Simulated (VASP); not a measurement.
Set up this calculation in VASP 6.6.1, as the native input.

| Item | Value |
| --- | --- |
| Task | single point |
| Functional | r2SCAN |
| Potentials or basis | VASP PAW PBE potentials, release 64 (Ca_sv, Se) |
| Cutoff | 520 eV |
| k mesh | 8 × 8 × 8 |
| Occupations | gaussian, width 0.01 eV |
| Spin | no spin polarisation |
| Dipole correction | no |
| Further INCAR settings | ALGO = Normal; EDIFF = 1e-06; NBANDS = 15 |

CaSe:

```xyz
2
Lattice="-0.0148 2.9675 2.9675 2.9675 -0.0148 2.9675 2.9527 2.9527 0.0000" Properties=species:S:1:pos:R:3 pbc="T T T"
Ca    0.0000    0.0000    0.0000
Se    2.9527    2.9527    2.9675
```

This cell differs from its parent crystal: shear xy strain -1.0%.

One way to write it, as run:

POSCAR

```
CaSe
1.0
   -0.0148376756      2.9675351104      2.9675351104
    2.9675351104     -0.0148376756      2.9675351104
    2.9526974348      2.9526974348      0.0000000000
Ca Se
1 1
Direct
    0.0000000000      0.0000000000      0.0000000000
    0.5000000000      0.5000000000      0.5000000000
```

INCAR.step1

```
SYSTEM = CaSe
PREC     = Accurate       ! precision mode
ENCUT    = 520            ! plane-wave cutoff, eV
ISMEAR   = 0              ! smearing method
SIGMA    = 0.01           ! smearing width, eV
LREAL    = .FALSE.        ! projectors in reciprocal space
LASPH    = .TRUE.         ! aspherical terms in the spheres
NELM     = 60             ! most SCF steps
NBANDS   = 15             ! bands
GGA      = PE             ! functional
ALGO     = Normal         ! electronic algorithm
EDIFF    = 1E-4           ! SCF threshold, eV
LWAVE    = .TRUE.         ! write WAVECAR
LCHARG   = .FALSE.        ! write CHGCAR
```

INCAR.step2

```
SYSTEM = CaSe
PREC     = Accurate       ! precision mode
ENCUT    = 520            ! plane-wave cutoff, eV
EDIFF    = 1E-6           ! SCF threshold, eV
ISMEAR   = 0              ! smearing method
SIGMA    = 0.01           ! smearing width, eV
LREAL    = .FALSE.        ! projectors in reciprocal space
LASPH    = .TRUE.         ! aspherical terms in the spheres
NELM     = 60             ! most SCF steps
ALGO     = Normal         ! electronic algorithm
ISIF     = 2              ! what is computed and relaxed
LWAVE    = .FALSE.        ! write WAVECAR
LCHARG   = .FALSE.        ! write CHGCAR
METAGGA  = R2SCAN         ! meta-GGA
LMIXTAU  = .TRUE.       
NBANDS   = 15             ! bands
ISTART   = 1
```

KPOINTS

```
Automatic mesh
0
G
  8 8 8
  0 0 0
```

Potentials or basis: VASP PAW PBE potentials, release 64 (Ca_sv, Se).

The run is started by

```bash
$ cat potpaw_PBE.64/Ca_sv/POTCAR potpaw_PBE.64/Se/POTCAR > POTCAR
$ cp INCAR.step1 INCAR
$ mpirun -np 1 vasp_std > vasp.out
$ cp INCAR.step2 INCAR
$ mpirun -np 1 vasp_std > vasp.out
```

Results of the run:

| Property | Result |
| --- | --- |
| Pressure | 0.2 GPa |
| Band gap on the k mesh | 2.49 eV, indirect (least direct gap 3.41 eV) |

Caveat: the cell differs from its parent crystal (shear xy strain -1.0%); the PAW data sets were made with another functional, which shifts forces and pressure a little.

Run time: 100 s on 1 thread of Intel(R) Xeon(R) Platinum 8488C (Sapphire Rapids) (shared host), peak memory 0.24 GiB.
